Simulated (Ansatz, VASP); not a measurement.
# SrTiO3: VASP beside Ansatz

The input INCAR:

```
SYSTEM = SrTiO3
PREC = Accurate ; ENCUT = 520
EDIFF = 1E-6 ; ISMEAR = 0
SIGMA = 0.05 ; LREAL = .False.
LASPH = .True. ; NELM = 100
ALGO = Normal ; ISIF = 2
LWAVE = .False. ; LCHARG = .True.
GGA = PS ; LELF = .True.
LVHAR = .True. ; NBANDS = 28
```

File KPOINTS:

```
Automatic mesh
0
Gamma
  8 8 8
  0 0 0
```

Contents of POSCAR:

```
SrTiO3
1.0
    3.8396261655      0.0000000000      0.0000000000
    0.0000000000      3.8396261655      0.0000000000
    0.0000000000      0.0000000000      3.8913815400
Sr Ti O
1 1 3
Direct
    0.0048145112      0.0000000000      0.0000000000
    0.5118852015      0.5000000000      0.5000000000
   -0.0194219610      0.5000000000      0.5000000000
    0.4787479076      0.0000000000      0.5000000000
    0.4787479076      0.5000000000      0.0000000000
```

Input for Ansatz:

```yaml
crystal:
  lattice:
    - [3.8396261655, 0.0, 0.0]
    - [0.0, 3.8396261655, 0.0]
    - [0.0, 0.0, 3.89138154]
  atoms:
    - { symbol: Sr, position: [0.0048145112, 0.0, 0.0] }
    - { symbol: Ti, position: [0.5118852015, 0.5, 0.5] }
    - { symbol: O, position: [-0.019421961, 0.5, 0.5] }
    - { symbol: O, position: [0.4787479076, 0.0, 0.5] }
    - { symbol: O, position: [0.4787479076, 0.5, 0.0] }
basis:
  ecutwfc: 520.0
kpoints:
  mp_grid: { grid: [8, 8, 8] }
hamiltonian:
  xc: pbesol
  pseudopotentials: { kind: paw, azcp: { folder: soft_1 } }
scf:
  occupations: { method: gaussian, width: 0.05 }
output:
  forces: true
  stress: true
  eigenvalues: true
  write_density: true
  write_potential: true
  elf: true
  volumetric_format: npy
```

Change from the starting cell: mode 1 frozen in at -0.083 Å, equal normal strain along x and y -0.0133.

Alike in both runs: task single point; functional PBEsol; k mesh 8 × 8 × 8; occupations gaussian, width 0.05 eV; no spin polarisation.

```csv
,VASP,Ansatz
version,VASP 6.6.1,Ansatz 0.2.0
potentials or method,"VASP PAW PBE potentials, release 64 (Sr_sv, Ti_sv, O), cutoff 520 eV","scalar-relativistic, plane waves, PAW"
valence electrons in the cell,40,40
```

VASP gave:

```
gap on the k mesh at the Fermi level (eV)                     : 1.92
least direct gap on the mesh (eV)                             : 2.42
pressure (GPa)                                                : 7.2
traceless stress, the component that is largest in VASP (GPa) : 3.59
rms of the force components (eV/Å)                            : 0.241
```

Task: Estimate Ansatz's values.

Result: gap on the k mesh at the Fermi level (eV): 1.96; least direct gap on the mesh (eV): 2.44; pressure (GPa): 6.5; traceless stress, the component that is largest in VASP (GPa): 3.52; rms of the force components (eV/Å): 0.220.

VASP's potentials were made for PBE, not for PBEsol, and Ansatz warns of the same on its side. Atom by atom the forces differ by 0.021 eV/Å (rms over components). With one functional, cell and mesh, what is left measures potentials, basis and numerics.
